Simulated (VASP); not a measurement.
# SnO2 (P6_3/mmc) in VASP: further runs, part 3 of 3

VASP 6.6.1.

### 4 Single point, r2SCAN

Contents of POSCAR:

```
SnO2
1.0
    3.2305760000      0.0000000000      0.0000000000
   -1.6152880000      2.7977610000      0.0000000000
    0.0000000000      0.0000000000     10.7905620000
Sn O
2 4
Direct
    0.0000000000      0.0000000000      0.5000000000
    0.0000000000      0.0000000000      0.0000000000
    0.6666666667      0.3333333333      0.4058620000
    0.6666666667      0.3333333333      0.0941380000
    0.3333333333      0.6666666667      0.5941380000
    0.3333333333      0.6666666667      0.9058620000
```

Contents of INCAR.step1:

```
SYSTEM = SnO2
PREC = Accurate
ENCUT = 520
ISMEAR = 0
SIGMA = 0.01
LREAL = .FALSE.
LASPH = .TRUE.
NELM = 80
NBANDS = 35
GGA = PE
ALGO = Normal
EDIFF = 1E-4
LWAVE = .TRUE.
LCHARG = .FALSE.
```

Contents of INCAR.step2:

```
SYSTEM = SnO2
PREC = Accurate
ENCUT = 520
EDIFF = 1E-7
ISMEAR = 0
SIGMA = 0.01
LREAL = .FALSE.
LASPH = .TRUE.
NELM = 80
ALGO = Normal
ISIF = 2
LWAVE = .FALSE.
LCHARG = .TRUE.
METAGGA = R2SCAN
LMIXTAU = .TRUE.
LELF = .TRUE.
LVHAR = .TRUE.
NBANDS = 35
ISTART = 1
```

Contents of KPOINTS:

```
regular mesh
0
G
  6 6 2
  0 0 0
```

Potentials or basis: VASP PAW PBE potentials, release 64 (Sn_d, O).

Started as:

```console
$ cat potpaw_PBE.64/Sn_d/POTCAR potpaw_PBE.64/O/POTCAR > POTCAR
$ cp INCAR.step1 INCAR
$ mpirun -np 1 vasp_std > vasp.out
$ cp INCAR.step2 INCAR
$ mpirun -np 1 vasp_std > vasp.out
```

OUTCAR:

```text
SYSTEM = SnO2
   PREC = Accurate
   ENCUT = 520
   EDIFF = 1E-7
   ISMEAR = 0
   LREAL = .FALSE.
   LASPH = .TRUE.
   NELM = 80
   ISIF = 2
   METAGGA = R2SCAN
   ISTART = 1

 ion  position               nearest neighbor table
   1  0.000  0.000  0.500-   3 2.12   5 2.12   3 2.12   5 2.12   3 2.12   5 2.12
   2  0.000  0.000  0.000-   4 2.12   6 2.12   4 2.12   6 2.12   4 2.12   6 2.12
   3  0.667  0.333  0.406-   1 2.12   1 2.12   1 2.12
   4  0.667  0.333  0.094-   2 2.12   2 2.12   2 2.12
   5  0.333  0.667  0.594-   1 2.12   1 2.12   1 2.12
   6  0.333  0.667  0.906-   2 2.12   2 2.12   2 2.12

  LATTYP: Found a hexagonal cell.
 ALAT       =     3.2305760000
 C/A-ratio  =     3.3401356291

  Lattice vectors:

 A1 = (   3.2305760000,   0.0000000000,   0.0000000000)
 A2 = (  -1.6152880000,   2.7977610000,   0.0000000000)
 A3 = (   0.0000000000,   0.0000000000,  10.7905620000)

Analysis of symmetry for initial positions (statically):
=====================================================================
[... 172 lines left out ...]

 val. band max:        1.6557161898   @ k =   0.3333   0.1667   0.0000
 cond. band min:       4.2753240081   @ k =   0.0000   0.0000   0.0000
 fundamental gap:      2.6196078183
 Fermi energy:         1.7052175869

 k-point     1 :       0.0000    0.0000    0.0000
  band No.  band energies     occupation
      1     -18.9186      2.00000
      2     -18.9172      2.00000
      3     -18.6789      2.00000
      4     -18.6789      2.00000
      5     -18.6789      2.00000
      6     -18.6789      2.00000
[... 521 lines left out ...]
     34      12.7627      0.00000
     35      14.2786      0.00000

------------------------ aborting loop because EDIFF is reached ----------------------------------------

  FORCE on cell =-STRESS in cart. coord.  units (eV):
  Direction    XX          YY          ZZ          XY          YZ          ZX
  --------------------------------------------------------------------------------------
  -------------------------------------------------------------------------------------
  Total       -3.7243027     -3.7243030     -2.1654821      0.0000000     -0.0000000      0.0000000
  in kB      -61.1816122    -61.1816173    -35.5738225      0.0000000     -0.0000000      0.0000000
  external PRESSURE =     -52.6456840 kB  Pullay stress =       0.0000000 kB

 VOLUME and BASIS-vectors are now :
 -----------------------------------------------------------------------------
  energy-cutoff  :      520.00
  volume of cell :       97.53
      direct lattice vectors                 reciprocal lattice vectors
     3.230576000  0.000000000  0.000000000     0.309542323  0.178714336  0.000000000
    -1.615288000  2.797761000  0.000000000     0.000000000  0.357428672  0.000000000
     0.000000000  0.000000000 10.790562000     0.000000000  0.000000000  0.092673579

 POSITION                                       TOTAL-FORCE (eV/Angst)
 -----------------------------------------------------------------------------------
      0.00000      0.00000      5.39528         0.000000      0.000000      0.000000
      0.00000      0.00000      0.00000         0.000000      0.000000      0.000000
      1.61529      0.93259      4.37948         0.000000     -0.000000      0.552300
      1.61529      0.93259      1.01580        -0.000000     -0.000000     -0.552300
     -0.00000      1.86517      6.41108        -0.000000      0.000000     -0.552300
     -0.00000      1.86517      9.77476         0.000000      0.000000      0.552300
 -----------------------------------------------------------------------------------
    total drift:                               -0.000000      0.000000      0.000000

  FREE ENERGIE OF THE ION-ELECTRON SYSTEM (eV)
  ---------------------------------------------------
  free  energy   TOTEN  =       -83.1145811985 eV

  energy  without entropy=      -83.1145811985  energy(sigma->0) =      -83.11458120
```

OUTCAR.step1:

```text
SYSTEM = SnO2
   PREC = Accurate
   ENCUT = 520
   ISMEAR = 0
   LREAL = .FALSE.
   LASPH = .TRUE.
   NELM = 80
[... 757 lines left out ...]
      1.61529      0.93259      1.01580         0.000000      0.000000     -0.046540
     -0.00000      1.86517      6.41108        -0.000000      0.000000     -0.046540
     -0.00000      1.86517      9.77476        -0.000000     -0.000000      0.046540
 -----------------------------------------------------------------------------------
    total drift:                               -0.000000      0.000000      0.000000

  FREE ENERGIE OF THE ION-ELECTRON SYSTEM (eV)
  ---------------------------------------------------
  free  energy   TOTEN  =       -36.3468333199 eV

  energy  without entropy=      -36.3468333199  energy(sigma->0) =      -36.34683332
```

OSZICAR.step1:

```text
N       E                     dE             d eps       ncg     rms          rms(c)
DAV:   1     0.637357797058E+03    0.63736E+03   -0.25792E+04  1089   0.209E+03
DAV:   2     0.648119642878E+02   -0.57255E+03   -0.53812E+03  1071   0.590E+02
DAV:   3    -0.367256891433E+02   -0.10154E+03   -0.99987E+02  1065   0.208E+02
DAV:   4    -0.421410461903E+02   -0.54154E+01   -0.53813E+01  1200   0.537E+01
DAV:   5    -0.422943116840E+02   -0.15327E+00   -0.15305E+00  1243   0.926E+00    0.151E+01
DAV:   6    -0.362955433047E+02    0.59988E+01   -0.18256E+01  1462   0.638E+01    0.622E+00
DAV:   7    -0.363852751570E+02   -0.89732E-01   -0.21672E+00  1058   0.847E+00    0.318E+00
DAV:   8    -0.363516862675E+02    0.33589E-01   -0.18536E-01  1468   0.367E+00    0.981E-01
DAV:   9    -0.363452670753E+02    0.64192E-02   -0.34606E-02  1494   0.258E+00    0.143E-01
DAV:  10    -0.363468046325E+02   -0.15376E-02   -0.61273E-03  1246   0.825E-01    0.785E-02
DAV:  11    -0.363468333199E+02   -0.28687E-04   -0.70111E-04  1401   0.314E-01
   1 F= -.36346833E+02 E0= -.36346833E+02  d E =-.904451E-17
```

Wall time 2 min (1 thread of Intel Xeon Platinum 8488C (Sapphire Rapids), shared host); peak memory 0.22 GiB.

What came out:

```yaml
Free_energy: -83.1146 eV
Pressure: -5.3 GPa
Largest_force: 0.552 eV/Å
Band_gap_on_the_k_mesh: 2.62 eV (least direct gap 3.00 eV)
```

Forces on the atoms (eV/Å):
```
Sn   0.000  0.000  0.000
Sn   0.000  0.000  0.000
O    0.000  0.000  0.552
O    0.000  0.000 -0.552
O    0.000  0.000 -0.552
O    0.000  0.000  0.552
```

Caveat: the cell stands under tension; the PAW data sets were made with another functional, which shifts forces and pressure a little; spin-orbit coupling is left out, which moves the levels of the heavy elements.

### 5 Single point, r2SCAN

POSCAR is that of step 4.

Contents of INCAR.step1:

```
  PREC = Accurate
  ENCUT = 520
  ISMEAR = 0
  SIGMA = 0.01
  LREAL = False
  LASPH = True
  NELM = 100
  NBANDS = 35
  GGA = PE
  ALGO = Normal
  EDIFF = 1E-4
  LWAVE = True
  LCHARG = False
```

Contents of INCAR.step2:

```
  PREC = Accurate
  ENCUT = 520
  EDIFF = 1E-6
  ISMEAR = 0
  SIGMA = 0.01
  LREAL = False
  LASPH = True
  NELM = 100
  ALGO = Normal
  ISIF = 2
  LWAVE = False
  LCHARG = False
  METAGGA = R2SCAN
  LMIXTAU = True
  NBANDS = 35
  ISTART = 1
```

Contents of KPOINTS:

```
regular mesh
0
Gamma
  12 12 2
```

Started as:

```console
$ cat potpaw_PBE.64/Sn_d/POTCAR potpaw_PBE.64/O/POTCAR > POTCAR
$ cp INCAR.step1 INCAR
$ mpirun -np 1 vasp_std > vasp.out
$ cp INCAR.step2 INCAR
$ mpirun -np 1 vasp_std > vasp.out
```

Run time: 4.8 min. Hardware: 1 thread of Intel Xeon Platinum 8488C (Sapphire Rapids), shared host; peak memory 0.28 GiB.

The run converged. Its results:

```yaml
Free_energy: -83.1154 eV
Pressure: -5.3 GPa
Largest_force: 0.552 eV/Å
Band_gap_on_the_k_mesh: 2.60 eV (least direct gap 3.00 eV)
```

Forces on the atoms (eV/Å):
```
Sn   0.000  0.000  0.000
Sn   0.000  0.000  0.000
O    0.000  0.000  0.552
O    0.000  0.000 -0.552
O    0.000  0.000 -0.552
O    0.000  0.000  0.552
```

Stress tensor (GPa, compression positive):
```
-6.12  0.00  0.00
 0.00 -6.12  0.00
 0.00  0.00 -3.56
```

Levels at points of the mesh, in eV from the valence-band top:
| k point | band 23 | band 24 | band 25 | band 26 | band 27 | band 28 | band 29 | band 30 |
| --- | --- | --- | --- | --- | --- | --- | --- | --- |
| (0.00, 0.00, 0.00) | -0.89 | -0.86 | -0.86 | -0.40 | 2.60 | 3.32 | 6.07 | 6.50 |
| (0.50, 0.00, 0.00) | -0.54 | -0.50 | -0.46 | -0.09 | 5.78 | 5.92 | 7.69 | 8.33 |
| (0.00, 0.00, 0.50) | -0.88 | -0.88 | -0.71 | -0.71 | 2.96 | 2.96 | 6.30 | 6.30 |
| (0.50, 0.00, 0.50) | -0.52 | -0.52 | -0.26 | -0.26 | 5.85 | 5.85 | 7.99 | 7.99 |

Caveat: the cell stands under tension; the PAW data sets were made with another functional, which shifts forces and pressure a little; spin-orbit coupling is left out, which moves the levels of the heavy elements. A k mesh can miss the band edges.

### 6 Single point, r2SCAN

POSCAR is that of step 5.

Contents of INCAR.step1:

```
PREC = Accurate
ENCUT = 520
ISMEAR = 0
SIGMA = 0.01
LREAL = False
LASPH = True
NELM = 60
NBANDS = 35
GGA = PE
ALGO = Normal
EDIFF = 1E-4
LWAVE = True
LCHARG = False
```

Contents of INCAR.step2:

```
PREC = Accurate
ENCUT = 520
EDIFF = 1E-7
ISMEAR = 0
SIGMA = 0.01
LREAL = False
LASPH = True
NELM = 60
ALGO = Normal
ISIF = 2
LWAVE = False
LCHARG = False
METAGGA = R2SCAN
LMIXTAU = True
NBANDS = 35
ISTART = 1
```

Contents of KPOINTS:

```
regular mesh
0
Gamma
  12 12 4
```

Potentials or basis: VASP PAW PBE potentials, release 64 (Sn_d, O).

Started as:

```console
$ cat potpaw_PBE.64/Sn_d/POTCAR potpaw_PBE.64/O/POTCAR > POTCAR
$ cp INCAR.step1 INCAR
$ mpirun -np 1 vasp_std > vasp.out
$ cp INCAR.step2 INCAR
$ mpirun -np 1 vasp_std > vasp.out
```

Run time: 8.6 min. Hardware: 1 thread of Intel Xeon Platinum 8488C (Sapphire Rapids), shared host; peak memory 0.31 GiB.

Results (log left out):

| Item | Value |
| --- | --- |
| Free energy | -83.1154 eV |
| Pressure | -5.3 GPa |
| Largest force | 0.552 eV/Å |
| Band gap on the k mesh | 2.60 eV (least direct gap 3.00 eV) |

Forces on the atoms (eV/Å):
```
Sn   0.000  0.000  0.000
Sn   0.000  0.000  0.000
O    0.000  0.000  0.552
O    0.000  0.000 -0.552
O    0.000  0.000 -0.552
O    0.000  0.000  0.552
```

Stress tensor (GPa, compression positive):
```
-6.12  0.00  0.00
 0.00 -6.12  0.00
 0.00  0.00 -3.56
```

Levels at points of the mesh, in eV from the valence-band top:
```tsv
k point	band 22	band 23	band 24	band 25	band 26	band 27	band 28	band 29	band 30	band 31
(0.00, 0.00, 0.00)	-0.89	-0.89	-0.86	-0.86	-0.40	2.60	3.32	6.07	6.50	10.69
(0.50, 0.00, 0.00)	-1.17	-0.54	-0.50	-0.46	-0.09	5.78	5.92	7.69	8.33	10.66
(0.00, 0.00, 0.50)	-0.88	-0.88	-0.88	-0.71	-0.71	2.96	2.96	6.30	6.30	10.81
(0.50, 0.00, 0.50)	-1.33	-0.52	-0.52	-0.26	-0.26	5.85	5.85	7.99	7.99	10.85
```

Caveat: the cell stands under tension; the PAW data sets were made with another functional, which shifts forces and pressure a little; spin-orbit coupling is left out, which moves the levels of the heavy elements.

### 7 Summary

| k mesh | gap on the mesh (eV) | pressure (GPa) | largest force (eV/Å) |
| --- | --- | --- | --- |
| 3 × 3 × 1 | 2.67 | -5.0 | 0.61 |
| 6 × 6 × 1 | 2.62 | -5.3 | 0.56 |
| 6 × 6 × 2 | 2.62 | -5.3 | 0.55 |
| 12 × 12 × 2 | 2.60 | -5.3 | 0.55 |
| 12 × 12 × 4 | 2.60 | -5.3 | 0.55 |

Alike in all rows: task single point; level r2SCAN; potentials or basis VASP PAW PBE potentials, release 64 (Sn_d, O); no spin polarisation; cell as given; cutoff (eV) 520; smearing gaussian 0.01 eV.

Caveats: some runs use coarse meshes; the PAW data sets were made with another functional, which shifts forces and pressure a little; spin-orbit coupling is left out, which moves the levels of the heavy elements; the cell stands under tension (at least some runs).

Absolute energies hang on the potentials; compare differences alone.
